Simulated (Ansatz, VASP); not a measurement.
Lu5N in VASP and in Ansatz

The input INCAR:

```
SYSTEM = Lu5N
PREC     = Accurate       ! precision mode
ENCUT    = 520            ! plane-wave cutoff, eV
EDIFF    = 1E-6           ! SCF threshold, eV
ISMEAR   = 0              ! smearing method
SIGMA    = 0.1            ! smearing width, eV
LREAL    = .False.        ! projectors in reciprocal space
LASPH    = .True.         ! aspherical terms in the spheres
NELM     = 80             ! most SCF steps
ALGO     = Normal         ! electronic algorithm
ISIF     = 2              ! what is computed and relaxed
LWAVE    = .False.        ! write WAVECAR
LCHARG   = .False.        ! write CHGCAR
GGA      = PE             ! functional
NBANDS   = 74             ! bands
```

File KPOINTS:

```
Automatic mesh
0
Gamma
  6 6 2
  0 0 0
```

POSCAR

```
Lu5N
1.0
    4.4361997600      0.0000000000      0.0000000000
   -2.2180998800      3.8418616900      0.0000000000
    0.0000000000      0.0000000000      9.1280703900
Lu N
5 1
Direct
    0.3333333300      0.6666666700      0.1547270300
    0.6666666700      0.3333333300      0.1547270300
    0.6666666700      0.3333333300      0.8452729700
    0.3333333300      0.6666666700      0.8452729700
    0.0000000000      0.0000000000      0.5000000000
    0.0000000000      0.0000000000      0.0000000000
```

Input for Ansatz:

```yaml
crystal:
  lattice:
    - [4.43619976, 0.0, 0.0]
    - [-2.21809988, 3.84186169, 0.0]
    - [0.0, 0.0, 9.12807039]
  atoms:
    - { symbol: Lu, position: [0.33333333, 0.66666667, 0.15472703] }
    - { symbol: Lu, position: [0.66666667, 0.33333333, 0.15472703] }
    - { symbol: Lu, position: [0.66666667, 0.33333333, 0.84527297] }
    - { symbol: Lu, position: [0.33333333, 0.66666667, 0.84527297] }
    - { symbol: Lu, position: [0.0, 0.0, 0.5] }
    - { symbol: "N", position: [0.0, 0.0, 0.0] }
basis:
  ecutwfc: 420
kpoints:
  mp_grid: { grid: [6, 6, 2] }
hamiltonian:
  xc: pbe
scf:
  occupations: { method: gaussian, width: 0.1 }
  lower_state_search: "off"
output:
  forces: true
  stress: true
  eigenvalues: true
```

Alike in both runs: task single point; functional PBE; k mesh 6 × 6 × 2; occupations gaussian, width 0.1 eV; no spin polarisation.

|  | VASP | Ansatz |
| --- | --- | --- |
| version | VASP 6.6.1 | Ansatz 0.2.0 |
| potentials or method | VASP PAW PBE potentials, release 64 (Lu, N), cutoff 520 eV | scalar-relativistic, plane waves, PAW |
| valence electrons in the cell | 130 | 130 |

Ansatz gave:

```
gap on the k mesh at the Fermi level (eV)                     : none
pressure (GPa)                                                : 4.5
traceless stress, the component that is largest in VASP (GPa) : -11.71
rms of the force components (eV/Å)                            : 0.402
```

Problem. Estimate VASP's values.

Solution. gap on the k mesh at the Fermi level (eV): none; pressure (GPa): 5.0; traceless stress, the component that is largest in VASP (GPa): -12.14; rms of the force components (eV/Å): 0.410.

Atom by atom the forces differ by 0.008 eV/Å (rms over components). A gap of «none» marks a metal or a gap that the smearing closes. The functional is the same, so the differences come from potentials, cutoffs and numerics.

Spin-orbit coupling is off throughout.
